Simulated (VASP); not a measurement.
A run of VASP 6.6.1 is set up as follows.

INCAR

```
SYSTEM = CdS
ALGO = Normal
EDIFF = 1E-7
EDIFFG = -0.005
ENCUT = 600
GGA = PE
IBRION = 2
ISIF = 3
ISMEAR = -1
LASPH = .TRUE.
LCHARG = .FALSE.
LREAL = .FALSE.
LWAVE = .FALSE.
NELM = 60
NSW = 60
PREC = Accurate
PSTRESS = 320.0
SIGMA = 0.08
```

KPOINTS

```
k-points
0
G
  12 12 12
  0 0 0
```

The input POSCAR:

```
CdS
1.0
    0.0000000000      2.6242641538      2.6242641538
    2.6242641538      0.0000000000      2.6242641538
    2.6242641538      2.6242641538      0.0000000000
Cd S
1 1
Direct
    0.0000000000      0.0000000000      0.0000000000
    0.2500000000      0.2500000000      0.2500000000
```

Potentials or basis: VASP PAW PBE potentials, release 64 (Cd, S).

Command:

```bash
$ cat potpaw_PBE.64/Cd/POTCAR potpaw_PBE.64/S/POTCAR > POTCAR
$ mpirun -np 1 vasp_std > vasp.out
```

**Question.** Predict the relaxed cell.

**Answer.** a = 3.798 Å, b = 3.798 Å, c = 3.798 Å, α = 60.00°, β = 60.00°, γ = 60.00°.

**Question.** Estimate the space group after relaxing (to 0.1 Å).

**Answer.** F-43m (No. 216).

Final structure:
```yaml
crystal:
  lattice:
    - [0.00000, 2.68560, 2.68560]
    - [2.68560, 0.00000, 2.68560]
    - [2.68560, 2.68560, 0.00000]
  atoms:
    - { symbol: Cd, position: [0.00000, 0.00000, 0.00000] }
    - { symbol: S, position: [0.25000, 0.25000, 0.25000] }
```
